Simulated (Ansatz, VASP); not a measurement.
## Sn in VASP and in Ansatz

INCAR

```
SYSTEM = Sn
PREC = Accurate
ENCUT = 500
EDIFF = 1E-7
ISMEAR = 0
SIGMA = 0.1
LREAL = .FALSE.
LASPH = .TRUE.
NELM = 120
ALGO = Normal
ISIF = 3
LWAVE = .FALSE.
LCHARG = .FALSE.
GGA = PE
IBRION = 2
NSW = 70
EDIFFG = -0.005
GGA_COMPAT = .FALSE.
NELMIN = 4
```

Contents of KPOINTS:

```
Automatic mesh
0
G
  16 16 16
  0 0 0
```

Contents of POSCAR:

```
Sn
1.0
   -1.7544065257      1.7546136901      2.1674907809
    1.7544065257     -1.7546136901      2.1674907809
    1.7544065257      1.7546136901     -2.1674907809
Sn
1
Direct
    0.0000000000      0.0000000000      0.0000000000
```

Input for Ansatz:

```yaml
crystal:
  lattice:
    - [-1.7544065257, 1.7546136901, 2.1674907809]
    - [1.7544065257, -1.7546136901, 2.1674907809]
    - [1.7544065257, 1.7546136901, -2.1674907809]
  atoms:
    - { symbol: Sn, position: [0.0, 0.0, 0.0] }
basis:
  ecutwfc: 420
kpoints:
  mp_grid: { grid: [16, 16, 16] }
hamiltonian:
  xc: pbe
scf:
  occupations: { method: gaussian, width: 0.1 }
output:
  forces: true
  stress: true
  eigenvalues: true
relax:
  adjacent_minimum: "off"
  f_tol: 0.005
  max_steps: 50
  cell: { stress_tol: 0.05 }
```

Alike in both runs: task relaxation of cell and atoms; functional PBE; k mesh 16 × 16 × 16; occupations gaussian, width 0.1 eV; no spin polarisation.

```csv
,VASP,Ansatz
version,VASP 6.6.1,Ansatz 0.2.0
potentials or method,"VASP PAW PBE potentials, release 64 (Sn_d), cutoff 500 eV","scalar-relativistic, plane waves, PAW"
valence electrons in the cell,14,14
```

|  | VASP | Ansatz | Ansatz less VASP |
| --- | --- | --- | --- |
| gap on the k mesh at the Fermi level, each at its own relaxed structure (eV) | none | none | - |
| relaxed volume (Å³/atom) | 27.91 | 27.95 | +0.035 |
| relaxed cell length with the largest relative difference (Å) | 3.345 | 3.346 | +0.0011 |

A gap of «none» marks a metal or a gap that the smearing closes.
